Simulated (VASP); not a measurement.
# TiAl3 (Pm-3m) in VASP: notebook, part 2 of 2

VASP 6.6.1. The steps go on from the part before.

**3. Vibrations by perturbation theory, PBEsol**

This run uses another cell than the first one, of 14.47 Å³/atom.

Contents of INCAR:

```
SYSTEM = TiAl3
ALGO = Normal ; EDIFF = 1E-8
ENCUT = 520 ; GGA = PS
IBRION = 8 ; ISIF = 2
ISMEAR = -1 ; LASPH = .True.
LCHARG = .False. ; LREAL = .False.
LWAVE = .False. ; NELM = 80
NSW = 1 ; PREC = Accurate
SIGMA = 0.15
```

Contents of KPOINTS:

```
k-points
0
Gamma
  12 12 12
  0 0 0
```

Contents of POSCAR:

```
TiAl3
1.0
    3.8681797508      0.0000000000      0.0000000000
    0.0000000000      3.8681797508      0.0000000000
    0.0000000000      0.0000000000      3.8681797508
Ti Al
1 3
Direct
    0.0000000000      0.0000000000      0.0000000000
    0.5000000000      0.5000000000      0.0000000000
    0.5000000000      0.0000000000      0.5000000000
    0.0000000000      0.5000000000      0.5000000000
```

Potentials or basis: VASP PAW PBE potentials, release 64 (Ti_sv, Al).

Command:

```console
cat potpaw_PBE.64/Ti_sv/POTCAR potpaw_PBE.64/Al/POTCAR > POTCAR
mpirun -np 1 vasp_std > vasp.out
```

OUTCAR:

```text
SYSTEM = TiAl3
   EDIFF = 1E-8
   ENCUT = 520
   GGA = PS
   IBRION = 8
   ISIF = 2
   ISMEAR = -1
   LASPH = .True.
   LREAL = .False.
   NELM = 80
   NSW = 1
   PREC = Accurate

 ion  position               nearest neighbor table
   1  0.000  0.000  0.000-   2 2.74   3 2.74   4 2.74   3 2.74   4 2.74   2 2.74   4 2.74   4 2.74
                             2 2.74   3 2.74   3 2.74   2 2.74
   2  0.500  0.500  0.000-   1 2.74   3 2.74   4 2.74   3 2.74   4 2.74   1 2.74   3 2.74   3 2.74
                             1 2.74   4 2.74   4 2.74   1 2.74
   3  0.500  0.000  0.500-   1 2.74   2 2.74   4 2.74   1 2.74   2 2.74   2 2.74   4 2.74   2 2.74
                             1 2.74   4 2.74   1 2.74   4 2.74
   4  0.000  0.500  0.500-   1 2.74   2 2.74   3 2.74   1 2.74   2 2.74   1 2.74   3 2.74   1 2.74
                             2 2.74   3 2.74   2 2.74   3 2.74

  LATTYP: Found a simple cubic cell.
 ALAT       =     3.8681797508

  Lattice vectors:

 A1 = (   3.8681797508,   0.0000000000,   0.0000000000)
 A2 = (   0.0000000000,   3.8681797508,   0.0000000000)
 A3 = (   0.0000000000,   0.0000000000,   3.8681797508)

Analysis of symmetry for initial positions (statically):
=====================================================================
 Subroutine PRICEL returns:
 Original cell was already a primitive cell.

 Routine SETGRP: Setting up the symmetry group for a
 simple cubic supercell.

 Subroutine GETGRP returns: Found 48 space group operations
 (whereof 48 operations were pure point group operations)
 out of a pool of 48 trial point group operations.

The static configuration has the point symmetry O_h .
[... 642 lines left out ...]

 INTERNAL STRAIN TENSOR  FOR ION    2  DIRECTION 3   (eV/Angst):
 -----------------------------------------------------------------------------
    -0.01165  0.00000 -0.00000
     0.00000 -0.01165  0.00000
    -0.00000  0.00000  0.01878

 INTERNAL STRAIN TENSOR FOR ION    4 for displacements in x,y,z  (eV/Angst):
          X           Y           Z          XY          YZ          ZX
  --------------------------------------------------------------------------------
  x     0.00000     0.00000     0.00000     0.00000     0.00000     0.00000
  y     0.00000     0.00000     0.00000     0.00000     0.00000     0.00000
  z     0.00000     0.00000     0.00000     0.00000     0.00000     0.00000

 SECOND DERIVATIVES (NOT SYMMETRIZED)
 ------------------------------------
               1X          1Y          1Z          2X          2Y          2Z          3X          3Y          3Z          4X          4Y          4Z
  1X   -11.297351    0.000000    0.000000    5.097984    0.000000   -0.000000    5.097984    0.000000    0.000000    1.101383    0.000000    0.000000
  1Y     0.000000  -11.297351    0.000000    0.000000    5.097984   -0.000000   -0.000000    1.101383    0.000000    0.000000    5.097984   -0.000000
  1Z     0.000000    0.000000  -11.297351    0.000000    0.000000    1.101383   -0.000000   -0.000000    5.097984   -0.000000   -0.000000    5.097984
  2X     5.097733    0.000000    0.000000   -9.063996    0.000000    0.000000    0.326179    0.000000    0.000000    3.640083    0.000000    0.000000
  2Y     0.000000    5.097733    0.000000    0.000000   -9.063996    0.000000    0.000000    3.640083    0.000000    0.000000    0.326179    0.000000
  2Z    -0.000000   -0.000000    1.100504    0.000000    0.000000   -8.378559    0.000000    0.000000    3.639027    0.000000   -0.000000    3.639027
  3X     5.097733    0.000000    0.000000    0.326179    0.000000    0.000000   -9.063996    0.000000    0.000000    3.640083    0.000000    0.000000
  3Y    -0.000000    1.100504   -0.000000    0.000000    3.639027    0.000000    0.000000   -8.378559   -0.000000    0.000000    3.639027   -0.000000
  3Z     0.000000    0.000000    5.097733    0.000000    0.000000    3.640083    0.000000    0.000000   -9.063996    0.000000    0.000000    0.326179
  4X     1.100504   -0.000000   -0.000000    3.639027    0.000000    0.000000    3.639027    0.000000   -0.000000   -8.378559   -0.000000    0.000000
  4Y     0.000000    5.097733    0.000000    0.000000    0.326179    0.000000    0.000000    3.640083    0.000000    0.000000   -9.063996    0.000000
  4Z     0.000000    0.000000    5.097733    0.000000    0.000000    3.640083    0.000000    0.000000    0.326179    0.000000    0.000000   -9.063996

 Eigenvectors and eigenvalues of the dynamical matrix
 ----------------------------------------------------

   1 f  =   11.744133 THz    73.790566 2PiTHz  391.742119 cm-1    48.569811 meV
             X         Y         Z           dx          dy          dz
      0.000000  0.000000  0.000000     0.000038    0.000028    0.411144
      1.934090  1.934090  0.000000    -0.000049   -0.000037    0.515479
      1.934090  0.000000  1.934090    -0.000049    0.000036   -0.531621
      0.000000  1.934090  1.934090     0.000048   -0.000037   -0.531621
[... 71 lines left out ...]
  12 f/i=    0.000740 THz     0.004650 2PiTHz    0.024688 cm-1     0.003061 meV
             X         Y         Z           dx          dy          dz
      0.000000  0.000000  0.000000     0.532948   -0.295955   -0.001519
      1.934090  1.934090  0.000000     0.400088   -0.222176   -0.001140
      1.934090  0.000000  1.934090     0.400088   -0.222214   -0.001140
      0.000000  1.934090  1.934090     0.400158   -0.222176   -0.001140

--------------------------------------------------------------------------------------------------------

 ELASTIC MODULI CONTR FROM IONIC RELAXATION (kBar)
 Direction    XX          YY          ZZ          XY          YZ          ZX
 --------------------------------------------------------------------------------
 XX           0.0000      0.0000      0.0000      0.0000      0.0000      0.0000
 YY           0.0000      0.0000      0.0000      0.0000      0.0000      0.0000
 ZZ           0.0000      0.0000      0.0000      0.0000      0.0000      0.0000
 XY           0.0000      0.0000      0.0000      0.0000      0.0000      0.0000
 YZ           0.0000      0.0000      0.0000      0.0000      0.0000      0.0000
 ZX           0.0000      0.0000      0.0000      0.0000      0.0000      0.0000
 --------------------------------------------------------------------------------
```

Run time: 8.1 min. Hardware: 1 thread of Intel Xeon 6975P-C (Granite Rapids), shared host; peak memory 0.66 GiB.

Results:

| Property | Result |
| --- | --- |
| Highest phonon frequency at Γ | 392 cm⁻¹ |

Phonon frequencies in cm⁻¹ (negative: imaginary):
| q point | frequencies |
| --- | --- |
| (0.000, 0.000, 0.000) | 0 0 0 288 288 288 308 308 308 392 392 392 |

Caveat: the cell stands under pressure or tension, which shifts response properties; the PAW data sets were made with another functional, which shifts forces and pressure a little.
